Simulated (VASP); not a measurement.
# Sc (Fd-3m) in VASP: notebook

Sc is run at these levels: r2SCAN; tasks: single point, relaxation of cell and atoms.

All numbers are computed with VASP 6.6.1; they aren't measurements. Logs are shortened: lines on timing, memory, paths and dates and some standing lists are left out, and cuts for length are marked.

### 1 The cell of the first run

The structure is cubic, space group Fd-3m (No. 227). The conventional cell has a = 6.341 Å, b = 6.341 Å, c = 6.341 Å, α = 90.00°, β = 90.00°, γ = 90.00°. Sc (site symmetry -43m) has 4 Sc at 2.75 Å within 3.6 Å.

This isn't the form of Sc at room conditions, which is hcp.

### 2 Single point, r2SCAN

The input, POSCAR:

```
Sc
1.0
    0.0000000000      3.1705596733      3.1705596733
    3.1705596733      0.0000000000      3.1705596733
    3.1705596733      3.1705596733      0.0000000000
Sc
2
Direct
    0.0000000000      0.0000000000      0.0000000000
    0.2500000000      0.2500000000      0.2500000000
```

The input, INCAR.step1:

```
PREC = Accurate ; ENCUT = 520
ISMEAR = 1 ; SIGMA = 0.05
LREAL = False ; LASPH = True
NELM = 60 ; NBANDS = 18
GGA = PE ; ALGO = Normal
EDIFF = 1E-4 ; LWAVE = True
LCHARG = False
```

The input, INCAR.step2:

```
PREC = Accurate ; ENCUT = 520
EDIFF = 1E-6 ; ISMEAR = 1
SIGMA = 0.05 ; LREAL = False
LASPH = True ; NELM = 60
ALGO = Normal ; ISIF = 2
LWAVE = False ; LCHARG = False
METAGGA = R2SCAN ; LMIXTAU = True
NBANDS = 18 ; ISTART = 1
```

The input, KPOINTS:

```
regular mesh
0
Gamma
  11 11 11
```

Potentials or basis: VASP PAW PBE potentials, release 64 (Sc_sv).

Started as:

```bash
cat potpaw_PBE.64/Sc_sv/POTCAR > POTCAR
cp INCAR.step1 INCAR
mpirun -np 1 vasp_std > vasp.out
cp INCAR.step2 INCAR
mpirun -np 1 vasp_std > vasp.out
```

OUTCAR:

```text
PREC = Accurate
   ENCUT = 520
   EDIFF = 1E-6
   ISMEAR = 1
   LREAL = False
   LASPH = True
   NELM = 60
   ISIF = 2
   METAGGA = R2SCAN
   ISTART = 1

 ion  position               nearest neighbor table
   1  0.000  0.000  0.000-   2 2.75   2 2.75   2 2.75   2 2.75
   2  0.250  0.250  0.250-   1 2.75   1 2.75   1 2.75   1 2.75

  LATTYP: Found a face centered cubic cell.
 ALAT       =     6.3411193466

  Lattice vectors:

 A1 = (   0.0000000000,   3.1705596733,   3.1705596733)
 A2 = (   3.1705596733,   0.0000000000,   3.1705596733)
 A3 = (   3.1705596733,   3.1705596733,   0.0000000000)

Analysis of symmetry for initial positions (statically):
=====================================================================
 Subroutine PRICEL returns:
 Original cell was already a primitive cell.

 Routine SETGRP: Setting up the symmetry group for a
 face centered cubic supercell.

 Subroutine GETGRP returns: Found 48 space group operations
 (whereof 24 operations were pure point group operations)
 out of a pool of 48 trial point group operations.

The static configuration has the point symmetry T_d .
 The point group associated with its full space group is O_h .

Analysis of symmetry for dynamics (positions and initial velocities):
=====================================================================
 Subroutine PRICEL returns:
 Original cell was already a primitive cell.

 Routine SETGRP: Setting up the symmetry group for a
 face centered cubic supercell.

 Subroutine GETGRP returns: Found 48 space group operations
 (whereof 24 operations were pure point group operations)
 out of a pool of 48 trial point group operations.

The dynamic configuration has the point symmetry T_d .
 The point group associated with its full space group is O_h .

 Subroutine INISYM returns: Found 48 space group operations
 (whereof 24 operations are pure point group operations),
 and found     1 'primitive' translations

----------------------------------------------------------------------------------------

                                     Primitive cell

  volume of cell :      63.7438

  direct lattice vectors                    reciprocal lattice vectors
     0.000000000  3.170559673  3.170559673    -0.157700864  0.157700864  0.157700864
     3.170559673  0.000000000  3.170559673     0.157700864 -0.157700864  0.157700864
     3.170559673  3.170559673  0.000000000     0.157700864  0.157700864 -0.157700864

  length of vectors
     4.483848490  4.483848490  4.483848490     0.273145909  0.273145909  0.273145909

  position of ions in fractional coordinates (direct lattice)
     0.000000000  0.000000000  0.000000000
     0.250000000  0.250000000  0.250000000

  ion indices of the primitive-cell ions
   primitive index   ion index
                 1           1
                 2           2

----------------------------------------------------------------------------------------

 KPOINTS: regular mesh

Automatic generation of k-mesh.
 Grid dimensions read from file:
 generate k-points for:   11   11   11

 Generating k-lattice:

  Cartesian coordinates                     Fractional coordinates (reciprocal lattice)
    -0.014336442  0.014336442  0.014336442     0.090909091  0.000000000  0.000000000
     0.014336442 -0.014336442  0.014336442     0.000000000  0.090909091  0.000000000
     0.014336442  0.014336442 -0.014336442     0.000000000  0.000000000  0.090909091

  Length of vectors
     0.024831446  0.024831446  0.024831446

  Shift w.r.t. Gamma in fractional coordinates (k-lattice)
     0.000000000  0.000000000  0.000000000

 Subroutine IBZKPT returns following result:
 ===========================================

 Found     56 irreducible k-points:

 Following reciprocal coordinates:
            Coordinates               Weight
  0.000000  0.000000  0.000000      1.000000
  0.090909  0.000000  0.000000      8.000000
  0.181818  0.000000  0.000000      8.000000
  0.272727  0.000000  0.000000      8.000000
  0.363636  0.000000  0.000000      8.000000
  0.454545  0.000000  0.000000      8.000000
[... 16 lines left out ...]
 -0.272727  0.181818  0.000000     24.000000
 -0.181818  0.181818  0.000000     12.000000
 [... further k-points ...]
   k-points           NKPTS =     56   k-points in BZ     NKDIM =     56   number of bands    NBANDS=     18
   number of dos      NEDOS =    301   number of ions     NIONS =      2
   total plane-waves  NPLWV =  46656
   dimension x,y,z NGX =    36 NGY =   36 NGZ =   36
   dimension x,y,z NGXF=    72 NGYF=   72 NGZF=   72
   ions per type =               2
   NGX,Y,Z   is equivalent  to a cutoff of  13.35, 13.35, 13.35 a.u.
   NGXF,Y,Z  is equivalent  to a cutoff of  26.70, 26.70, 26.70 a.u.
 SYSTEM =  unknown system
   PREC   = accura    normal or accurate (medium, high low for compatibility)
   ISTART =      1    job   : 0-new  1-cont  2-samecut
   ICHARG =      0    charge: 1-file 2-atom 10-const
   ISPIN  =      1    spin polarized calculation?
   LNONCOLLINEAR =      F non collinear calculations
   LSORBIT =      F    spin-orbit coupling
   LASPH  =      T    aspherical Exc in radial PAW
   ENCUT  =  520.0 eV  38.22 Ry    6.18 a.u.   8.34  8.34  8.34*2*pi/ulx,y,z
   NELM   =     60;   NELMIN=  2; NELMDL=  0     # of ELM steps
   EDIFF  = 0.1E-05   stopping-criterion for ELM
   LREAL  =      F    real-space projection
   EDIFFG = 0.1E-04   stopping-criterion for IOM
   NSW    =      0    number of steps for IOM
   IBRION =     -1    ionic relax: 0-MD 1-quasi-New 2-CG
   NFREE  =      0    steps in history (QN), initial steepest desc. (CG)
   ISIF   =      2    stress and relaxation
   ISYM   =      2    0-nonsym 1-usesym 2-fastsym
   POTIM  = 0.5000    time-step for ionic-motion
   TEBEG  =    0.0;   TEEND  =   0.0 temperature during run
   PSTRESS=    0.0 pullay stress
   NELECT =      22.0000    total number of electrons
   NUPDOWN=      -1.0000    fix difference up-down
   EMIN   =  10.00;   EMAX   =-10.00  energy-range for DOS
   EFERMI =   0.00;   METHOD = LEGACY
   ISMEAR =     1;   SIGMA  =   0.05  broadening in eV -4-tet -1-fermi 0-gaus
   EFERMI_NEDOS =   21; number of points for ismear=-14 and -15
   IALGO  =     38    algorithm
   IMIX   =      4    mixing-type and parameters
     AMIX     =   0.40;   BMIX     =  1.00
     AMIX_MAG =   1.60;   BMIX_MAG =  1.00
  volume/ion in A,a.u.               =      31.87       215.08
  Fermi-wavevector in a.u.,A,eV,Ry     =   1.148338  2.170044 17.941738  1.318681
  Thomas-Fermi vector in A             =   2.285014
   LORBIT       =      0    0 simple, 1 ext, 2 COOP (PROOUT), +10 PAW based schemes
   METAGGA = R2SCAN    functional components
   LHFCALC =     F    Hartree Fock is set to
   AEXX    =    0.0000 exact exchange contribution
   IVDW    =     0    specifies the selected vdW correction
   LEPSILON=     F    determine dielectric tensor
   LRPA    =     F    only Hartree local field effects (RPA)
 non-spin polarized calculation
 Methfessel and Paxton  Order N= 1 SIGMA  =   0.05
  energy-cutoff  :      520.00
  volume of cell :       63.74
 maximum number of plane-waves:      1759
 NGX is ok and might be reduce to    36
   NGX = 17   NGY = 17   NGZ = 17

 number of electron      22.0000001 magnetization

 Free energy of the ion-electron system (eV)
  ---------------------------------------------------
  ext. energy  EPLUGINS =         0.00000000
  ---------------------------------------------------
  free energy    TOTEN  =       -18.38567571 eV

  energy without entropy =      -18.38364195  energy(sigma->0) =      -18.38499779

 E-fermi :   2.1927     XC(G=0):  -9.3342

 val. band max:        2.1917755096   @ k =  -0.4545   0.1818   0.0909
 cond. band min:       2.1930965740   @ k =  -0.1818   0.2727   0.0909
 fundamental gap:      0.0013210644
 Fermi energy:         2.1927041876

 k-point     1 :       0.0000    0.0000    0.0000
  band No.  band energies     occupation
      1     -49.8945      2.00000
      2     -49.6121      2.00000
      3     -27.7240      2.00000
      4     -27.7240      2.00000
      5     -27.7239      2.00000
      6     -27.2477      2.00000
[... 10 lines left out ...]
     17       4.0083      0.00000
     18       6.0133      0.00000

 k-point     2 :       0.0909    0.0000    0.0000
  band No.  band energies     occupation
      1     -49.8903      2.00000
      2     -49.6164      2.00000
      3     -27.7291      2.00000
      4     -27.7291      2.00000
      5     -27.7243      2.00000
      6     -27.2485      2.00000
[... 10 lines left out ...]
     17       3.9953      0.00000
     18       6.0076      0.00000

 k-point     3 :       0.1818    0.0000    0.0000
  band No.  band energies     occupation
      1     -49.8782      2.00000
      2     -49.6287      2.00000
      3     -27.7425      2.00000
      4     -27.7425      2.00000
      5     -27.7255      2.00000
      6     -27.2505      2.00000
[... 10 lines left out ...]
     17       3.9998      0.00000
     18       5.9835      0.00000

 k-point     4 :       0.2727    0.0000    0.0000
  band No.  band energies     occupation
      1     -49.8603      2.00000
      2     -49.6468      2.00000
      3     -27.7590      2.00000
      4     -27.7589      2.00000
      5     -27.7275      2.00000
      6     -27.2525      2.00000
[... 375 lines left out ...]
      4     -27.7897      2.00000
      5     -27.6576      2.00000
      6     -27.3228      2.00000
[... 10 lines left out ...]
     17       4.6840      0.00000
     18       5.2787      0.00000

 k-point    23 :      -0.2727    0.1818    0.0000
  band No.  band energies     occupation
      1     -49.8340      2.00000
      2     -49.6734      2.00000
      3     -27.8193      2.00000
      4     -27.7745      2.00000
      5     -27.6735      2.00000
      6     -27.3058      2.00000
[... 10 lines left out ...]
     17       4.5577      0.00000
     18       5.2815      0.00000

 k-point    24 :      -0.1818    0.1818    0.0000
  band No.  band energies     occupation
      1     -49.8535      2.00000
      2     -49.6537      2.00000
      3     -27.7967      2.00000
      4     -27.7581      2.00000
      5     -27.6933      2.00000
      6     -27.2848      2.00000
[... 10 lines left out ...]
     17       4.2650      0.00000
     18       5.5424      0.00000

 [... further k-points ...]

------------------------ aborting loop because EDIFF is reached ----------------------------------------

  FORCE on cell =-STRESS in cart. coord.  units (eV):
  Direction    XX          YY          ZZ          XY          YZ          ZX
  --------------------------------------------------------------------------------------
  -------------------------------------------------------------------------------------
  Total        0.0036496      0.0036496      0.0036496      0.0000000     -0.0000000      0.0000000
  in kB        0.0917324      0.0917324      0.0917324      0.0000000     -0.0000000      0.0000000
  external PRESSURE =       0.0917324 kB  Pullay stress =       0.0000000 kB

 VOLUME and BASIS-vectors are now :
 -----------------------------------------------------------------------------
  energy-cutoff  :      520.00
  volume of cell :       63.74
      direct lattice vectors                 reciprocal lattice vectors
     0.000000000  3.170559673  3.170559673    -0.157700864  0.157700864  0.157700864
     3.170559673  0.000000000  3.170559673     0.157700864 -0.157700864  0.157700864
     3.170559673  3.170559673  0.000000000     0.157700864  0.157700864 -0.157700864

 POSITION                                       TOTAL-FORCE (eV/Angst)
 -----------------------------------------------------------------------------------
      0.00000      0.00000      0.00000         0.000000      0.000000     -0.000000
      1.58528      1.58528      1.58528        -0.000000     -0.000000      0.000000
 -----------------------------------------------------------------------------------
    total drift:                                0.000000      0.000000      0.000000

  FREE ENERGIE OF THE ION-ELECTRON SYSTEM (eV)
  ---------------------------------------------------
  free  energy   TOTEN  =       -18.3856757116 eV

  energy  without entropy=      -18.3836419485  energy(sigma->0) =      -18.38499779
```

It took 2 min on 1 thread of Intel Xeon Platinum 8559C (Emerald Rapids), shared host; peak memory 0.24 GiB.

What came out:

```
Free energy            : -18.3857 eV
Pressure               : 0.0 GPa
Band gap on the k mesh : zero (bands 11 and 12 overlap by 0.61 eV)
```

Caveat: the PAW data sets were made with another functional, which shifts forces and pressure a little.

### 3 Relaxation of cell and atoms, r2SCAN

POSCAR is that of step 2.

The input, INCAR.step1:

```
PREC = Accurate ; ENCUT = 600
ISMEAR = 1 ; SIGMA = 0.05
LREAL = False ; LASPH = True
NELM = 100 ; GGA = PE
ALGO = Normal ; EDIFF = 1E-4
LWAVE = True ; LCHARG = False
```

The input, INCAR.step2:

```
PREC = Accurate ; ENCUT = 600
EDIFF = 1E-6 ; ISMEAR = 1
SIGMA = 0.05 ; LREAL = False
LASPH = True ; NELM = 100
ALGO = Normal ; ISIF = 3
LWAVE = False ; LCHARG = False
METAGGA = R2SCAN ; LMIXTAU = True
IBRION = 2 ; NSW = 80
EDIFFG = -0.03 ; ISTART = 1
```

The input, KPOINTS:

```
Automatic mesh
0
Gamma
  11 11 11
```

Potentials or basis: VASP PAW PBE potentials, release 64 (Sc_sv).

Started as:

```bash
cat potpaw_PBE.64/Sc_sv/POTCAR > POTCAR
cp INCAR.step1 INCAR
mpirun -np 1 vasp_std > vasp.out
cp INCAR.step2 INCAR
mpirun -np 1 vasp_std > vasp.out
```

Wall time 2.3 min (1 thread of Intel Xeon Platinum 8559C (Emerald Rapids), shared host); peak memory 0.24 GiB.

It converged, with:

* Free energy: -18.3873 eV
* Pressure after relaxing: 0.1 GPa
* Band gap on the k mesh: zero (bands 11 and 12 overlap by 0.61 eV)

Final structure:
```yaml
crystal:
  lattice:
    - [0.00000, 3.17056, 3.17056]
    - [3.17056, 0.00000, 3.17056]
    - [3.17056, 3.17056, 0.00000]
  atoms:
    - { symbol: Sc, position: [0.00000, 0.00000, 0.00000] }
    - { symbol: Sc, position: [0.25000, 0.25000, 0.25000] }
```

Levels at points of the mesh, in eV from the Fermi level:
```tsv
k point	band 8	band 9	band 10	band 11	band 12	band 13	band 14	band 15
(0.00, 0.00, 0.00)	-29.44	-4.54	-0.08	-0.08	0.37	0.37	0.37	1.82
```

Caveat: the relaxation stopped at its first step, so nothing moved; the PAW data sets were made with another functional, which shifts forces and pressure a little.
